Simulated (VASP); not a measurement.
Here is a VASP 6.6.1 calculation.

File INCAR:

```
PREC = Accurate
ENCUT = 520
EDIFF = 1E-6
ISMEAR = 0
SIGMA = 0.01
LREAL = False
LASPH = True
NELM = 80
ALGO = Normal
ISIF = 2
LWAVE = False
LCHARG = False
GGA = PE
NBANDS = 15
```

File KPOINTS:

```
Automatic mesh
0
Gamma
  6 6 6
```

Contents of POSCAR:

```
CaO
1.0
    0.0000000000      2.3855623759      2.3855623759
    2.3855623759      0.0000000000      2.3855623759
    2.3855623759      2.3855623759      0.0000000000
Ca O
1 1
Direct
    0.0000000000      0.0000000000      0.0000000000
    0.5000000000      0.5000000000      0.5000000000
```

Potentials or basis: VASP PAW PBE potentials, release 64 (Ca_sv, O).

Command:

```sh
$ cat potpaw_PBE.64/Ca_sv/POTCAR potpaw_PBE.64/O/POTCAR > POTCAR
$ mpirun -np 1 vasp_std > vasp.out
```

**Question.** Predict the band gap on the k mesh.

**Answer.** 3.63 eV, indirect (least direct gap 4.00 eV).

**Question.** Estimate the pressure.

**Answer.** 4.9 GPa.

Caveat: the cell differs from its parent crystal (strain -0.5%). A k mesh can miss the band edges.
